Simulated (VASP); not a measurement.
Input of a VASP 6.6.1 run:

The input INCAR:

```
SYSTEM = Ge
ALGO = Normal
EDIFF = 1E-6
EDIFFG = -0.005
ENCUT = 600
GGA = PE
IBRION = 2
ISIF = 3
ISMEAR = -1
LASPH = .TRUE.
LCHARG = .FALSE.
LREAL = .FALSE.
LWAVE = .FALSE.
NELM = 100
NSW = 60
PREC = Accurate
SIGMA = 0.1
```

KPOINTS

```
k-points
0
G
  17 17 15
  0 0 0
```

The input POSCAR:

```
Ge
1.0
    2.8954060997      0.0000000000      0.0000000000
   -1.4477030498      2.5074952366      0.0000000000
    0.0000000000      0.0000000000      2.7216817337
Ge
1
Direct
    0.0000000000      0.0000000000      0.0000000000
```

Potentials or basis: VASP PAW PBE potentials, release 64 (Ge_d).

The run is started by

```bash
$ cat potpaw_PBE.64/Ge_d/POTCAR > POTCAR
$ mpirun -np 1 vasp_std > vasp.out
```

Q: Predict the band gap on the k mesh.

A: Zero (band 7 reaches 12.97 eV, above the bottom of band 8 at 3.62 eV).

Q: What does it give for the space group after relaxing (to 0.05 Å)?

A: P6/mmm (No. 191).

Q: Predict the relaxed volume.

A: 19.41 Å³/atom.

Step by step:
```csv
step,energy change (eV),largest force (eV/Å),pressure (GPa),volume (Å³)
1,0.0000,0.0000,-1.36,19.76
2,-0.0012,0.0000,0.29,19.28
3,-0.0013,0.0000,-0.17,19.42
4,-0.0013,0.0000,0.17,19.36
5,-0.0013,0.0000,0.03,19.39
6,-0.0013,0.0000,0.07,19.40
7,-0.0013,0.0000,-0.05,19.41
8,-0.0013,0.0000,0.01,19.41
```
